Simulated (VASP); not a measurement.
# BaTiO3 (Pm-3m) in VASP: a series of runs

The runs below take BaTiO3 through single point, with LDA.

Everything below comes from runs of VASP 6.6.1. Logs are shortened: lines on timing, memory, paths and dates and some standing lists are left out, and cuts for length are marked.

### 1 The cell of the first run

Symmetry: Pm-3m, No. 221, cubic system. The conventional cell has a = 3.986 Å, b = 3.986 Å, c = 3.986 Å, α = 90.00°, β = 90.00°, γ = 90.00°. Within 3.7 Å of Ba (site symmetry m-3m) lie 12 O at 2.82 Å and 8 Ti at 3.45 Å. Ti (site symmetry m-3m) has 6 O at 1.99 Å within 2.6 Å. O (site symmetry 4/mmm) has 2 Ti at 1.99 Å within 2.6 Å.

### 2 Single point, LDA (volume scaled by 1.040)

INCAR reads:

```
  PREC = Accurate
  ENCUT = 520
  EDIFF = 1E-6
  ISMEAR = 0
  SIGMA = 0.05
  LREAL = False
  LASPH = True
  NELM = 60
  ALGO = Normal
  ISIF = 2
  LWAVE = False
  LCHARG = False
  GGA = CA
  NBANDS = 28
```

KPOINTS reads:

```
Automatic mesh
0
Gamma
  6 6 6
```

POSCAR reads:

```
BaTiO3
1.0
    3.9863042853      0.0000000000      0.0000000000
    0.0000000000      3.9863042853      0.0000000000
    0.0000000000      0.0000000000      3.9863042853
Ba Ti O
1 1 3
Direct
    0.5000000000      0.5000000000      0.5000000000
    0.0000000000      0.0000000000      0.0000000000
    0.5000000000      0.0000000000      0.0000000000
    0.0000000000      0.5000000000      0.0000000000
    0.0000000000      0.0000000000      0.5000000000
```

Potentials or basis: VASP PAW LDA potentials, release 64 (Ba_sv, Ti_sv, O).

Command:

```console
cat potpaw_LDA.64/Ba_sv/POTCAR potpaw_LDA.64/Ti_sv/POTCAR potpaw_LDA.64/O/POTCAR > POTCAR
mpirun -np 1 vasp_std > vasp.out
```

OUTCAR:

```text
PREC = Accurate
   ENCUT = 520
   EDIFF = 1E-6
   ISMEAR = 0
   LREAL = False
   LASPH = True
   NELM = 60
   ISIF = 2
   GGA = CA

 ion  position               nearest neighbor table
   1  0.500  0.500  0.500-   3 2.82   4 2.82   5 2.82   3 2.82   4 2.82   3 2.82   5 2.82   3 2.82
                             4 2.82   5 2.82   4 2.82   5 2.82   2 3.45   2 3.45   2 3.45   2 3.45
   2  0.000  0.000  0.000-   3 1.99   4 1.99   5 1.99   5 1.99   4 1.99   3 1.99   1 3.45   1 3.45
                             1 3.45   1 3.45   1 3.45   1 3.45   1 3.45   1 3.45
   3  0.500  0.000  0.000-   2 1.99   2 1.99   1 2.82   1 2.82   1 2.82   1 2.82
   4  0.000  0.500  0.000-   2 1.99   2 1.99   1 2.82   1 2.82   1 2.82   1 2.82
   5  0.000  0.000  0.500-   2 1.99   2 1.99   1 2.82   1 2.82   1 2.82   1 2.82

  LATTYP: Found a simple cubic cell.
 ALAT       =     3.9863042853

  Lattice vectors:

 A1 = (   3.9863042853,   0.0000000000,   0.0000000000)
 A2 = (   0.0000000000,   3.9863042853,   0.0000000000)
 A3 = (   0.0000000000,   0.0000000000,   3.9863042853)

Analysis of symmetry for initial positions (statically):
=====================================================================
 Subroutine PRICEL returns:
 Original cell was already a primitive cell.

 Routine SETGRP: Setting up the symmetry group for a
 simple cubic supercell.

 Subroutine GETGRP returns: Found 48 space group operations
 (whereof 48 operations were pure point group operations)
 out of a pool of 48 trial point group operations.

The static configuration has the point symmetry O_h .

Analysis of symmetry for dynamics (positions and initial velocities):
=====================================================================
 Subroutine PRICEL returns:
 Original cell was already a primitive cell.

 Routine SETGRP: Setting up the symmetry group for a
 simple cubic supercell.

 Subroutine GETGRP returns: Found 48 space group operations
 (whereof 48 operations were pure point group operations)
 out of a pool of 48 trial point group operations.

The dynamic configuration has the point symmetry O_h .

 Subroutine INISYM returns: Found 48 space group operations
 (whereof 48 operations are pure point group operations),
 and found     1 'primitive' translations

----------------------------------------------------------------------------------------

                                     Primitive cell

  volume of cell :      63.3449

  direct lattice vectors                    reciprocal lattice vectors
     3.986304285  0.000000000  0.000000000     0.250858923  0.000000000  0.000000000
     0.000000000  3.986304285  0.000000000     0.000000000  0.250858923  0.000000000
     0.000000000  0.000000000  3.986304285     0.000000000  0.000000000  0.250858923

  length of vectors
     3.986304285  3.986304285  3.986304285     0.250858923  0.250858923  0.250858923

  position of ions in fractional coordinates (direct lattice)
     0.500000000  0.500000000  0.500000000
     0.000000000  0.000000000  0.000000000
     0.500000000  0.000000000  0.000000000
     0.000000000  0.500000000  0.000000000
     0.000000000  0.000000000  0.500000000

  ion indices of the primitive-cell ions
   primitive index   ion index
                 1           1
                 2           2
                 3           3
                 4           4
                 5           5

----------------------------------------------------------------------------------------

 KPOINTS: Automatic mesh

Automatic generation of k-mesh.
 Grid dimensions read from file:
 generate k-points for:    6    6    6

 Generating k-lattice:

  Cartesian coordinates                     Fractional coordinates (reciprocal lattice)
     0.041809821  0.000000000  0.000000000     0.166666667  0.000000000  0.000000000
     0.000000000  0.041809821  0.000000000     0.000000000  0.166666667  0.000000000
     0.000000000  0.000000000  0.041809821     0.000000000  0.000000000  0.166666667

  Length of vectors
     0.041809821  0.041809821  0.041809821

  Shift w.r.t. Gamma in fractional coordinates (k-lattice)
     0.000000000  0.000000000  0.000000000

 Subroutine IBZKPT returns following result:
 ===========================================

 Found     20 irreducible k-points:

 Following reciprocal coordinates:
            Coordinates               Weight
  0.000000  0.000000  0.000000      1.000000
  0.166667  0.000000  0.000000      6.000000
  0.333333  0.000000  0.000000      6.000000
  0.500000  0.000000  0.000000      3.000000
  0.166667  0.166667  0.000000     12.000000
  0.333333  0.166667  0.000000     24.000000
[... 12 lines left out ...]
  0.500000  0.500000  0.333333      6.000000
  0.500000  0.500000  0.500000      1.000000
   k-points           NKPTS =     20   k-points in BZ     NKDIM =     20   number of bands    NBANDS=     28
   number of dos      NEDOS =    301   number of ions     NIONS =      5
   total plane-waves  NPLWV =  27000
   dimension x,y,z NGX =    30 NGY =   30 NGZ =   30
   dimension x,y,z NGXF=    60 NGYF=   60 NGZF=   60
   ions per type =               1   1   3
   NGX,Y,Z   is equivalent  to a cutoff of  12.51, 12.51, 12.51 a.u.
   NGXF,Y,Z  is equivalent  to a cutoff of  25.02, 25.02, 25.02 a.u.
 SYSTEM =  unknown system
   PREC   = accura    normal or accurate (medium, high low for compatibility)
   ISTART =      0    job   : 0-new  1-cont  2-samecut
   ICHARG =      2    charge: 1-file 2-atom 10-const
   ISPIN  =      1    spin polarized calculation?
   LNONCOLLINEAR =      F non collinear calculations
   LSORBIT =      F    spin-orbit coupling
   LASPH  =      T    aspherical Exc in radial PAW
   ENCUT  =  520.0 eV  38.22 Ry    6.18 a.u.   7.41  7.41  7.41*2*pi/ulx,y,z
   NELM   =     60;   NELMIN=  2; NELMDL= -5     # of ELM steps
   EDIFF  = 0.1E-05   stopping-criterion for ELM
   LREAL  =      F    real-space projection
[... 7 lines left out ...]
   TEBEG  =    0.0;   TEEND  =   0.0 temperature during run
   PSTRESS=    0.0 pullay stress
   NELECT =      40.0000    total number of electrons
   NUPDOWN=      -1.0000    fix difference up-down
   EMIN   =  10.00;   EMAX   =-10.00  energy-range for DOS
   EFERMI =   0.00;   METHOD = LEGACY
   ISMEAR =     0;   SIGMA  =   0.05  broadening in eV -4-tet -1-fermi 0-gaus
   EFERMI_NEDOS =   21; number of points for ismear=-14 and -15
   IALGO  =     38    algorithm
   IMIX   =      4    mixing-type and parameters
     AMIX     =   0.40;   BMIX     =  1.00
     AMIX_MAG =   1.60;   BMIX_MAG =  1.00
  volume/ion in A,a.u.               =      12.67        85.49
  Fermi-wavevector in a.u.,A,eV,Ry     =   1.404509  2.654136 26.839454  1.972644
  Thomas-Fermi vector in A             =   2.527063
   LORBIT       =      0    0 simple, 1 ext, 2 COOP (PROOUT), +10 PAW based schemes
   GGA     = CA    functional components
   LHFCALC =     F    Hartree Fock is set to
   AEXX    =    0.0000 exact exchange contribution
   IVDW    =     0    specifies the selected vdW correction
   LEPSILON=     F    determine dielectric tensor
   LRPA    =     F    only Hartree local field effects (RPA)
 non-spin polarized calculation
 Gauss-broadening in eV      SIGMA  =   0.05
  energy-cutoff  :      520.00
  volume of cell :       63.34
 maximum number of plane-waves:      1743
 NGX is ok and might be reduce to    30
   NGX = 15   NGY = 15   NGZ = 15

 number of electron      39.9999976 magnetization

 Free energy of the ion-electron system (eV)
  ---------------------------------------------------
  ext. energy  EPLUGINS =         0.00000000
  ---------------------------------------------------
  free energy    TOTEN  =       -44.13219570 eV

  energy without entropy =      -44.13219570  energy(sigma->0) =      -44.13219570

 E-fermi :   3.8971     XC(G=0): -11.7998

 val. band max:        3.6195474457   @ k =   0.5000   0.5000   0.5000
 cond. band min:       5.2979798830   @ k =   0.0000   0.0000   0.0000
 fundamental gap:      1.6784324374
 Fermi energy:         3.8970967602

 k-point     1 :       0.0000    0.0000    0.0000
  band No.  band energies     occupation
      1     -52.2169      2.00000
      2     -28.8383      2.00000
      3     -28.8383      2.00000
      4     -28.8383      2.00000
      5     -21.0114      2.00000
      6     -12.9892      2.00000
[... 20 lines left out ...]
     27       8.5247      0.00000
     28      10.9544      0.00000

 k-point     2 :       0.1667    0.0000    0.0000
  band No.  band energies     occupation
      1     -52.2166      2.00000
      2     -28.8528      2.00000
      3     -28.8378      2.00000
      4     -28.8378      2.00000
      5     -20.9791      2.00000
      6     -13.0191      2.00000
[... 20 lines left out ...]
     27       9.0791      0.00000
     28      11.6169      0.00000

 k-point     3 :       0.3333    0.0000    0.0000
  band No.  band energies     occupation
      1     -52.2160      2.00000
      2     -28.8815      2.00000
      3     -28.8366      2.00000
      4     -28.8366      2.00000
      5     -20.9129      2.00000
      6     -13.1706      2.00000
[... 20 lines left out ...]
     27      10.3728      0.00000
     28      11.9101      0.00000

 k-point     4 :       0.5000    0.0000    0.0000
  band No.  band energies     occupation
      1     -52.2157      2.00000
      2     -28.8957      2.00000
      3     -28.8360      2.00000
      4     -28.8360      2.00000
      5     -20.8790      2.00000
      6     -13.2682      2.00000
[... 454 lines left out ...]
     27      11.3256      0.00000
     28      11.4251      0.00000

 k-point    19 :       0.5000    0.5000    0.3333
  band No.  band energies     occupation
      1     -52.2137      2.00000
      2     -28.8895      2.00000
      3     -28.8895      2.00000
      4     -28.8752      2.00000
      5     -20.7405      2.00000
      6     -12.1841      2.00000
[... 20 lines left out ...]
     27      11.0650      0.00000
     28      11.4505      0.00000

 k-point    20 :       0.5000    0.5000    0.5000
  band No.  band energies     occupation
      1     -52.2134      2.00000
      2     -28.8888      2.00000
      3     -28.8888      2.00000
      4     -28.8888      2.00000
      5     -20.7219      2.00000
      6     -12.0236      2.00000
[... 20 lines left out ...]
     27      11.4506      0.00000
     28      11.4506      0.00000

------------------------ aborting loop because EDIFF is reached ----------------------------------------

  FORCE on cell =-STRESS in cart. coord.  units (eV):
  Direction    XX          YY          ZZ          XY          YZ          ZX
  --------------------------------------------------------------------------------------
  -------------------------------------------------------------------------------------
  Total       -1.9107362     -1.9107362     -1.9107362      0.0000000      0.0000000      0.0000000
  in kB      -48.3281270    -48.3281270    -48.3281270      0.0000000      0.0000000      0.0000000
  external PRESSURE =     -48.3281270 kB  Pullay stress =       0.0000000 kB

 VOLUME and BASIS-vectors are now :
 -----------------------------------------------------------------------------
  energy-cutoff  :      520.00
  volume of cell :       63.34
      direct lattice vectors                 reciprocal lattice vectors
     3.986304285  0.000000000  0.000000000     0.250858923  0.000000000  0.000000000
     0.000000000  3.986304285  0.000000000     0.000000000  0.250858923  0.000000000
     0.000000000  0.000000000  3.986304285     0.000000000  0.000000000  0.250858923

 POSITION                                       TOTAL-FORCE (eV/Angst)
 -----------------------------------------------------------------------------------
      1.99315      1.99315      1.99315         0.000000      0.000000      0.000000
      0.00000      0.00000      0.00000         0.000000      0.000000      0.000000
      1.99315      0.00000      0.00000         0.000000      0.000000      0.000000
      0.00000      1.99315      0.00000         0.000000      0.000000      0.000000
      0.00000      0.00000      1.99315         0.000000      0.000000      0.000000
 -----------------------------------------------------------------------------------
    total drift:                               -0.000000     -0.000000      0.000000

  FREE ENERGIE OF THE ION-ELECTRON SYSTEM (eV)
  ---------------------------------------------------
  free  energy   TOTEN  =       -44.1321956987 eV

  energy  without entropy=      -44.1321956987  energy(sigma->0) =      -44.13219570
```

Run time: 98 s. Hardware: 1 thread of AMD EPYC 7R13, shared host; peak memory 0.14 GiB.

Results:

```yaml
Free_energy: -44.1322 eV
Pressure: -4.8 GPa
Band_gap_on_the_k_mesh: 1.68 eV, indirect (least direct gap 1.81 eV)
```

Caveat: spin-orbit coupling is left out, which moves the levels of the heavy elements. A k mesh can miss the band edges.

### 3 Single point, LDA (volume scaled by 1.020)

INCAR reads:

```
PREC     = Accurate       # precision mode
ENCUT    = 910            # plane-wave cutoff, eV
EDIFF    = 1E-6           # SCF threshold, eV
ISMEAR   = 0              # smearing method
SIGMA    = 0.05           # smearing width, eV
LREAL    = False          # projectors in reciprocal space
LASPH    = True           # aspherical terms in the spheres
NELM     = 120            # most SCF steps
ALGO     = Normal         # electronic algorithm
ISIF     = 2              # what is computed and relaxed
LWAVE    = False          # write WAVECAR
LCHARG   = True           # write CHGCAR
GGA      = CA             # functional
LELF     = True           # ELF
LVHAR    = True         
NBANDS   = 28             # bands
GGA_COMPAT= False
```

KPOINTS is that of step 2.

Edit POSCAR of step 2 so:

```diff
@@ -2,5 +2,5 @@
 1.0
-    3.9863042853      0.0000000000      0.0000000000
-    0.0000000000      3.9863042853      0.0000000000
-    0.0000000000      0.0000000000      3.9863042853
+    3.9605854772      0.0000000000      0.0000000000
+    0.0000000000      3.9605854772      0.0000000000
+    0.0000000000      0.0000000000      3.9605854772
 Ba Ti O
```

Potentials or basis: VASP PAW LDA potentials, release 64 (Ba_sv, Ti_sv, O_h).

Command:

```console
cat potpaw_LDA.64/Ba_sv/POTCAR potpaw_LDA.64/Ti_sv/POTCAR potpaw_LDA.64/O_h/POTCAR > POTCAR
mpirun -np 1 vasp_std > vasp.out
```

OUTCAR:

```text
PREC = Accurate
   ENCUT = 910
   EDIFF = 1E-6
   ISMEAR = 0
   LREAL = False
   LASPH = True
   NELM = 120
   ISIF = 2
   GGA = CA

 ion  position               nearest neighbor table
   1  0.500  0.500  0.500-   3 2.80   4 2.80   5 2.80   3 2.80   4 2.80   3 2.80   5 2.80   3 2.80
                             4 2.80   5 2.80   4 2.80   5 2.80   2 3.43   2 3.43   2 3.43   2 3.43
   2  0.000  0.000  0.000-   3 1.98   4 1.98   5 1.98   5 1.98   4 1.98   3 1.98   1 3.43   1 3.43
                             1 3.43   1 3.43   1 3.43   1 3.43   1 3.43   1 3.43
   3  0.500  0.000  0.000-   2 1.98   2 1.98   1 2.80   1 2.80   1 2.80   1 2.80
   4  0.000  0.500  0.000-   2 1.98   2 1.98   1 2.80   1 2.80   1 2.80   1 2.80
[... 820 lines left out ...]
  Total       -0.6630000     -0.6630000     -0.6630000      0.0000000      0.0000000      0.0000000
  in kB      -17.0980237    -17.0980237    -17.0980237      0.0000000      0.0000000      0.0000000
  external PRESSURE =     -17.0980237 kB  Pullay stress =       0.0000000 kB

 VOLUME and BASIS-vectors are now :
 -----------------------------------------------------------------------------
  energy-cutoff  :      910.00
  volume of cell :       62.13
      direct lattice vectors                 reciprocal lattice vectors
     3.960585477  0.000000000  0.000000000     0.252487923  0.000000000  0.000000000
     0.000000000  3.960585477  0.000000000     0.000000000  0.252487923  0.000000000
     0.000000000  0.000000000  3.960585477     0.000000000  0.000000000  0.252487923

 POSITION                                       TOTAL-FORCE (eV/Angst)
 -----------------------------------------------------------------------------------
      1.98029      1.98029      1.98029         0.000000      0.000000      0.000000
      0.00000      0.00000      0.00000         0.000000      0.000000      0.000000
      1.98029      0.00000      0.00000         0.000000      0.000000      0.000000
      0.00000      1.98029      0.00000         0.000000      0.000000      0.000000
      0.00000      0.00000      1.98029         0.000000      0.000000      0.000000
 -----------------------------------------------------------------------------------
    total drift:                                0.000000      0.000000     -0.000000

  FREE ENERGIE OF THE ION-ELECTRON SYSTEM (eV)
  ---------------------------------------------------
  free  energy   TOTEN  =       -44.1794872442 eV

  energy  without entropy=      -44.1794872442  energy(sigma->0) =      -44.17948724
```

OSZICAR:

```text
N       E                     dE             d eps       ncg     rms          rms(c)
DAV:   1     0.582061051187E+03    0.58206E+03   -0.28458E+04  1120   0.232E+03
DAV:   2     0.447592784887E+02   -0.53730E+03   -0.50981E+03  1200   0.537E+02
DAV:   3    -0.494827931986E+02   -0.94242E+02   -0.91007E+02  1520   0.191E+02
DAV:   4    -0.545431410298E+02   -0.50603E+01   -0.50436E+01  1540   0.438E+01
DAV:   5    -0.547103512389E+02   -0.16721E+00   -0.16708E+00  1620   0.769E+00    0.234E+01
DAV:   6    -0.444439388190E+02    0.10266E+02   -0.53200E+01  1608   0.662E+01    0.101E+01
DAV:   7    -0.443668043433E+02    0.77134E-01   -0.97107E+00  1500   0.222E+01    0.698E+00
DAV:   8    -0.441874549261E+02    0.17935E+00   -0.83744E-01  1380   0.789E+00    0.329E+00
DAV:   9    -0.442046269575E+02   -0.17172E-01   -0.29081E-01  1552   0.417E+00    0.140E+00
DAV:  10    -0.441816364109E+02    0.22991E-01   -0.12955E-01  1296   0.388E+00    0.512E-01
DAV:  11    -0.441795778323E+02    0.20586E-02   -0.15293E-02  1564   0.756E-01    0.105E-01
DAV:  12    -0.441798660820E+02   -0.28825E-03   -0.22082E-03  1584   0.417E-01    0.163E-01
DAV:  13    -0.441794846083E+02    0.38147E-03   -0.11323E-03  1432   0.353E-01    0.200E-02
DAV:  14    -0.441794864178E+02   -0.18095E-05   -0.39452E-05  1448   0.419E-02    0.733E-03
DAV:  15    -0.441794872442E+02   -0.82639E-06   -0.42726E-06  1328   0.201E-02
   1 F= -.44179487E+02 E0= -.44179487E+02  d E =-.645312E-30
```

stdout:

```text
POSCAR found type information on POSCAR BaTiO
 POSCAR found :  3 types and       5 ions
 scaLAPACK will be used
 LDA part: xc-table for (Slater(with rela. corr.)+CA(PZ))
 , standard interpolation
 POSCAR, INCAR and KPOINTS ok, starting setup
 FFT: planning ... GRIDC
 FFT: planning ... GRID_SOFT
 FFT: planning ... GRID
 WAVECAR not read
 entering main loop
```

Run time: 33 s. Hardware: 1 thread of Intel Xeon 6975P-C (Granite Rapids), shared host; peak memory 0.25 GiB.

What came out:

| Item | Value |
| --- | --- |
| Free energy | -44.1795 eV |
| Pressure | -1.7 GPa |
| Band gap on the k mesh | 1.72 eV, indirect (least direct gap 1.83 eV) |

Levels at points of the mesh, in eV from the valence-band top:
```
           k point  band 18  band 19  band 20  band 21  band 22  band 23
(0.00, 0.00, 0.00)    -0.11    -0.11    -0.11     1.72     1.72     1.72
(0.50, 0.00, 0.00)    -1.90    -0.72    -0.72     1.90     3.62     3.62
(0.50, 0.50, 0.00)    -0.85    -0.85    -0.10     3.63     3.63     4.05
(0.50, 0.50, 0.50)     0.00     0.00     0.00     4.34     4.34     4.34
```

Caveat: the cutoff is under 1.25 times the usual one of these potentials, so pressure, stress and relaxed cells hold a basis-set (Pulay) error; spin-orbit coupling is left out, which moves the levels of the heavy elements.

(Part 1 of 2 ends here.)
